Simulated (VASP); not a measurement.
# TiO2 (I4/m) in VASP: a series of runs

Aim: see how the results for TiO2 move with the level of theory and the settings. Levels: RPBE, BLYP, PBE. Tasks: single point.

All numbers are computed with VASP 6.6.1; they aren't measurements. Logs are shortened: lines on timing, memory, paths and dates and some standing lists are left out, and cuts for length are marked.

**1. The cell of the first run**

Symmetry: I4/m, No. 87, tetragonal system. Conventional cell: a = 8.958 Å, b = 8.958 Å, c = 3.754 Å, α = 90.00°, β = 90.00°, γ = 90.00°. Within 2.3 Å of Ti (site symmetry m) lie 5 O at 1.76 to 2.19 Å. Within 2.6 Å of O (site symmetry m) lie 4 Ti at 1.96 to 2.52 Å. Within 2.3 Å of O (site symmetry m) lie 2 Ti at 1.76 to 1.89 Å.

**2. Single point, RPBE**

INCAR reads:

```
  ALGO = Normal
  EDIFF = 1E-6
  ENCUT = 520
  GGA = RP
  ISIF = 2
  ISMEAR = -1
  LASPH = True
  LCHARG = False
  LREAL = False
  LWAVE = False
  NBANDS = 60
  NELM = 100
  PREC = Accurate
  SIGMA = 0.05
```

KPOINTS reads:

```
k-points
0
Gamma
  8 8 8
```

POSCAR reads:

```
TiO2
1.0
   -4.4789584293      4.4789584293      1.8767719874
    4.4789584293     -4.4789584293      1.8767719874
    4.4789584293      4.4789584293     -1.8767719874
Ti O
4 8
Direct
    0.2870794725      0.9866004424      0.2736799149
    0.0133995576      0.2870794725      0.3004790301
    0.9866004424      0.7129205275      0.6995209699
    0.7129205275      0.0133995576      0.7263200851
    0.4868604962      0.8461666062      0.3330271024
    0.1589800113      0.1546643293      0.3136443407
    0.1538333938      0.4868604962      0.6406938901
    0.1546643293      0.8410199887      0.9956843180
    0.8453356707      0.1589800113      0.0043156820
    0.8461666062      0.5131395038      0.3593061099
    0.8410199887      0.8453356707      0.6863556593
    0.5131395038      0.1538333938      0.6669728976
```

Potentials or basis: VASP PAW PBE potentials, release 64 (Ti_sv, O).

The run is started by

```sh
> cat potpaw_PBE.64/Ti_sv/POTCAR potpaw_PBE.64/O/POTCAR > POTCAR
> mpirun -np 1 vasp_std > vasp.out
```

OUTCAR:

```text
EDIFF = 1E-6
   ENCUT = 520
   GGA = RP
   ISIF = 2
   ISMEAR = -1
   LASPH = True
   LREAL = False
   NELM = 100
   PREC = Accurate

 ion  position               nearest neighbor table
   1  0.287  0.987  0.274-   8 1.76   6 1.89  10 1.96  10 1.96   5 2.19
   2  0.013  0.287  0.300-   6 1.76   9 1.89   5 1.96   5 1.96   7 2.19
   3  0.987  0.713  0.700-  11 1.76   8 1.89  12 1.96  12 1.96  10 2.19
   4  0.713  0.013  0.726-   9 1.76  11 1.89   7 1.96   7 1.96  12 2.19
   5  0.487  0.846  0.333-   2 1.96   2 1.96   1 2.19
   6  0.159  0.155  0.314-   2 1.76   1 1.89
   7  0.154  0.487  0.641-   4 1.96   4 1.96   2 2.19
   8  0.155  0.841  0.996-   1 1.76   3 1.89
   9  0.845  0.159  0.004-   4 1.76   2 1.89
  10  0.846  0.513  0.359-   1 1.96   1 1.96   3 2.19
  11  0.841  0.845  0.686-   3 1.76   4 1.89
  12  0.513  0.154  0.667-   3 1.96   3 1.96   4 2.19

  LATTYP: Found a body centered tetragonal cell.
 ALAT       =     8.9579168586
 C/A-ratio  =     0.4190197380

  Lattice vectors:

 A1 = (  -4.4789584293,   4.4789584293,   1.8767719874)
 A2 = (   4.4789584293,  -4.4789584293,   1.8767719874)
 A3 = (   4.4789584293,   4.4789584293,  -1.8767719874)

Analysis of symmetry for initial positions (statically):
=====================================================================
 Subroutine PRICEL returns:
 Original cell was already a primitive cell.

 Routine SETGRP: Setting up the symmetry group for a
 body centered tetragonal supercell.

 Subroutine GETGRP returns: Found  8 space group operations
 (whereof  8 operations were pure point group operations)
 out of a pool of 16 trial point group operations.

The static configuration has the point symmetry C_4h.

Analysis of symmetry for dynamics (positions and initial velocities):
=====================================================================
 Subroutine PRICEL returns:
 Original cell was already a primitive cell.

 Routine SETGRP: Setting up the symmetry group for a
 body centered tetragonal supercell.

 Subroutine GETGRP returns: Found  8 space group operations
 (whereof  8 operations were pure point group operations)
 out of a pool of 16 trial point group operations.

The dynamic configuration has the point symmetry C_4h.

 Subroutine INISYM returns: Found  8 space group operations
 (whereof  8 operations are pure point group operations),
 and found     1 'primitive' translations

----------------------------------------------------------------------------------------

                                     Primitive cell

  volume of cell :     150.6002

  direct lattice vectors                    reciprocal lattice vectors
    -4.478958429  4.478958429  1.876771987     0.000000000  0.111633097  0.266414889
     4.478958429 -4.478958429  1.876771987     0.111633097  0.000000000  0.266414889
     4.478958429  4.478958429 -1.876771987     0.111633097  0.111633097  0.000000000

  length of vectors
     6.606391626  6.606391626  6.606391626     0.288857822  0.288857822  0.157873040

  position of ions in fractional coordinates (direct lattice)
     0.287079472  0.986600442  0.273679915
     0.013399558  0.287079472  0.300479030
     0.986600442  0.712920528  0.699520970
     0.712920528  0.013399558  0.726320085
     0.486860496  0.846166606  0.333027102
     0.158980011  0.154664329  0.313644341
     0.153833394  0.486860496  0.640693890
     0.154664329  0.841019989  0.995684318
     0.845335671  0.158980011  0.004315682
     0.846166606  0.513139504  0.359306110
     0.841019989  0.845335671  0.686355659
     0.513139504  0.153833394  0.666972898

  ion indices of the primitive-cell ions
   primitive index   ion index
                 1           1
                 2           2
                 3           3
                 4           4
                 5           5
                 6           6
                 7           7
                 8           8
                 9           9
                10          10
                11          11
                12          12

----------------------------------------------------------------------------------------

 KPOINTS: k-points

Automatic generation of k-mesh.
 Grid dimensions read from file:
 generate k-points for:    8    8    8

 Generating k-lattice:

  Cartesian coordinates                     Fractional coordinates (reciprocal lattice)
     0.000000000  0.013954137  0.033301861     0.125000000  0.000000000  0.000000000
     0.013954137  0.000000000  0.033301861     0.000000000  0.125000000  0.000000000
     0.013954137  0.013954137  0.000000000     0.000000000  0.000000000  0.125000000

  Length of vectors
     0.036107228  0.036107228  0.019734130

  Shift w.r.t. Gamma in fractional coordinates (k-lattice)
     0.000000000  0.000000000  0.000000000

 Subroutine IBZKPT returns following result:
 ===========================================

 Found     78 irreducible k-points:

 Following reciprocal coordinates:
            Coordinates               Weight
  0.000000  0.000000  0.000000      1.000000
  0.125000  0.000000 -0.000000      8.000000
  0.250000  0.000000 -0.000000      8.000000
  0.375000  0.000000 -0.000000      8.000000
  0.500000  0.000000 -0.000000      4.000000
  0.125000  0.125000 -0.000000      8.000000
[... 16 lines left out ...]
 -0.375000  0.250000  0.000000      8.000000
 -0.250000  0.375000 -0.000000      8.000000
 [... further k-points ...]
   k-points           NKPTS =     78   k-points in BZ     NKDIM =     78   number of bands    NBANDS=     60
   number of dos      NEDOS =    301   number of ions     NIONS =     12
   total plane-waves  NPLWV = 125000
   dimension x,y,z NGX =    50 NGY =   50 NGZ =   50
   dimension x,y,z NGXF=   100 NGYF=  100 NGZF=  100
   ions per type =               4   8
   NGX,Y,Z   is equivalent  to a cutoff of  12.58, 12.58, 12.58 a.u.
   NGXF,Y,Z  is equivalent  to a cutoff of  25.16, 25.16, 25.16 a.u.
 SYSTEM =  unknown system
   PREC   = accura    normal or accurate (medium, high low for compatibility)
   ISTART =      0    job   : 0-new  1-cont  2-samecut
   ICHARG =      2    charge: 1-file 2-atom 10-const
   ISPIN  =      1    spin polarized calculation?
   LNONCOLLINEAR =      F non collinear calculations
   LSORBIT =      F    spin-orbit coupling
   LASPH  =      T    aspherical Exc in radial PAW
   ENCUT  =  520.0 eV  38.22 Ry    6.18 a.u.  12.28 12.28 12.28*2*pi/ulx,y,z
   NELM   =    100;   NELMIN=  2; NELMDL= -5     # of ELM steps
   EDIFF  = 0.1E-05   stopping-criterion for ELM
   LREAL  =      F    real-space projection
   EDIFFG = 0.1E-04   stopping-criterion for IOM
   NSW    =      0    number of steps for IOM
   IBRION =     -1    ionic relax: 0-MD 1-quasi-New 2-CG
   NFREE  =      0    steps in history (QN), initial steepest desc. (CG)
   ISIF   =      2    stress and relaxation
   ISYM   =      2    0-nonsym 1-usesym 2-fastsym
   POTIM  = 0.5000    time-step for ionic-motion
   TEBEG  =    0.0;   TEEND  =   0.0 temperature during run
   PSTRESS=    0.0 pullay stress
   NELECT =      96.0000    total number of electrons
   NUPDOWN=      -1.0000    fix difference up-down
   EMIN   =  10.00;   EMAX   =-10.00  energy-range for DOS
   EFERMI =   0.00;   METHOD = LEGACY
   ISMEAR =    -1;   SIGMA  =   0.05  broadening in eV -4-tet -1-fermi 0-gaus
   EFERMI_NEDOS =   21; number of points for ismear=-14 and -15
   IALGO  =     38    algorithm
   IMIX   =      4    mixing-type and parameters
     AMIX     =   0.40;   BMIX     =  1.00
     AMIX_MAG =   1.60;   BMIX_MAG =  1.00
  volume/ion in A,a.u.               =      12.55        84.69
  Fermi-wavevector in a.u.,A,eV,Ry     =   1.408932  2.662496 27.008783  1.985090
  Thomas-Fermi vector in A             =   2.531039
   LORBIT       =      0    0 simple, 1 ext, 2 COOP (PROOUT), +10 PAW based schemes
   GGA     = RP    functional components
   LHFCALC =     F    Hartree Fock is set to
   AEXX    =    0.0000 exact exchange contribution
   IVDW    =     0    specifies the selected vdW correction
   LEPSILON=     F    determine dielectric tensor
   LRPA    =     F    only Hartree local field effects (RPA)
 non-spin polarized calculation
  energy-cutoff  :      520.00
  volume of cell :      150.60
 maximum number of plane-waves:      4083
 NGX is ok and might be reduce to    50
   NGX = 25   NGY = 25   NGZ = 25

 number of electron      95.9999994 magnetization

 Free energy of the ion-electron system (eV)
  ---------------------------------------------------
  ext. energy  EPLUGINS =         0.00000000
  ---------------------------------------------------
  free energy    TOTEN  =      -102.71228536 eV

  energy without entropy =     -102.71228536  energy(sigma->0) =     -102.71228536

 E-fermi :   3.7447     XC(G=0):  -9.8554

 val. band max:        2.6102613910   @ k =   0.5000   0.5000   0.5000
 cond. band min:       4.9293601007   @ k =   0.0000   0.0000   0.0000
 fundamental gap:      2.3190987097
 Fermi energy:         3.7447039363

 k-point     1 :       0.0000    0.0000    0.0000
  band No.  band energies     occupation
      1     -53.8205      2.00000
      2     -53.8083      2.00000
      3     -53.8083      2.00000
      4     -53.7974      2.00000
      5     -30.1568      2.00000
      6     -30.1333      2.00000
[... 52 lines left out ...]
     59       7.6153      0.00000
     60       7.6467      0.00000

 k-point     2 :       0.1250    0.0000   -0.0000
  band No.  band energies     occupation
      1     -53.8192      2.00000
      2     -53.8079      2.00000
      3     -53.8079      2.00000
      4     -53.7979      2.00000
      5     -30.1525      2.00000
      6     -30.1326      2.00000
[... 52 lines left out ...]
     59       7.2922      0.00000
     60       7.3817      0.00000

 k-point     3 :       0.2500    0.0000   -0.0000
  band No.  band energies     occupation
      1     -53.8160      2.00000
      2     -53.8071      2.00000
      3     -53.8071      2.00000
      4     -53.7994      2.00000
      5     -30.1423      2.00000
      6     -30.1292      2.00000
[... 1312 lines left out ...]
     59       7.2432      0.00000
     60       7.3437      0.00000

 k-point    24 :      -0.2500    0.3750   -0.0000
  band No.  band energies     occupation
      1     -53.8180      2.00000
      2     -53.8092      2.00000
      3     -53.8067      2.00000
      4     -53.7991      2.00000
      5     -30.1448      2.00000
      6     -30.1334      2.00000
[... 52 lines left out ...]
     59       7.2434      0.00000
     60       7.3316      0.00000

 [... further k-points ...]
[... 5 lines left out ...]
  --------------------------------------------------------------------------------------
  -------------------------------------------------------------------------------------
  Total        0.4898389      0.4898389      0.3491947      0.0000032      0.0000000      0.0000000
  in kB        5.2112064      5.2112064      3.7149475      0.0000339      0.0000000      0.0000000
  external PRESSURE =       4.7124534 kB  Pullay stress =       0.0000000 kB

 VOLUME and BASIS-vectors are now :
 -----------------------------------------------------------------------------
  energy-cutoff  :      520.00
  volume of cell :      150.60
      direct lattice vectors                 reciprocal lattice vectors
    -4.478958429  4.478958429  1.876771987     0.000000000  0.111633097  0.266414889
     4.478958429 -4.478958429  1.876771987     0.111633097  0.000000000  0.266414889
     4.478958429  4.478958429 -1.876771987     0.111633097  0.111633097  0.000000000

 POSITION                                       TOTAL-FORCE (eV/Angst)
 -----------------------------------------------------------------------------------
      4.35893     -1.90732      1.87677         0.025457      0.061511      0.000000
      2.57163      0.12003      0.00000         0.061511     -0.025457      0.000000
      1.90732      4.35893      1.87677        -0.061511      0.025457     -0.000000
      0.12003      6.38628      0.00000        -0.025457     -0.061511     -0.000000
      3.10093     -0.11770      1.87677         0.010773     -0.000615      0.000000
      1.38547      1.42413     -0.00000        -0.024463      0.034214     -0.000000
      4.36126      1.37803     -0.00000        -0.000615     -0.010773      0.000000
      7.53379      1.38547     -0.00000        -0.034214     -0.024463      0.000000
     -3.05483      3.09349      1.87677         0.034214      0.024463     -0.000000
      0.11770      3.10093      1.87677         0.000615      0.010773      0.000000
      3.09349      3.05483      1.87677         0.024463     -0.034214      0.000000
      1.37803      4.59666      0.00000        -0.010773      0.000615      0.000000
 -----------------------------------------------------------------------------------
    total drift:                               -0.000000     -0.000000      0.000000

  FREE ENERGIE OF THE ION-ELECTRON SYSTEM (eV)
  ---------------------------------------------------
  free  energy   TOTEN  =      -102.7122853587 eV

  energy  without entropy=     -102.7122853587  energy(sigma->0) =     -102.71228536
```

Run time: 14 min. Hardware: 1 thread of Intel Xeon Platinum 8488C (Sapphire Rapids), shared host; peak memory 0.67 GiB.

Results:

```
Free energy            : -102.7123 eV
Pressure               : 0.5 GPa
Largest force          : 0.067 eV/Å
Band gap on the k mesh : 2.32 eV (least direct gap 2.82 eV)
```

Forces in eV/Å, atoms in the order of the input:
```
Ti   0.025  0.062  0.000
Ti   0.062 -0.025  0.000
Ti  -0.062  0.025  0.000
Ti  -0.025 -0.062  0.000
O    0.011 -0.001  0.000
O   -0.024  0.034  0.000
O   -0.001 -0.011  0.000
O   -0.034 -0.024  0.000
O    0.034  0.024  0.000
O    0.001  0.011  0.000
O    0.024 -0.034  0.000
O   -0.011  0.001  0.000
```

Stress tensor (GPa, compression positive):
```
0.52 0.00 0.00
0.00 0.52 0.00
0.00 0.00 0.37
```

Caveat: the PAW data sets were made with another functional, which shifts forces and pressure a little. A k mesh can miss the band edges.

(Continued in part 2 of 2.)
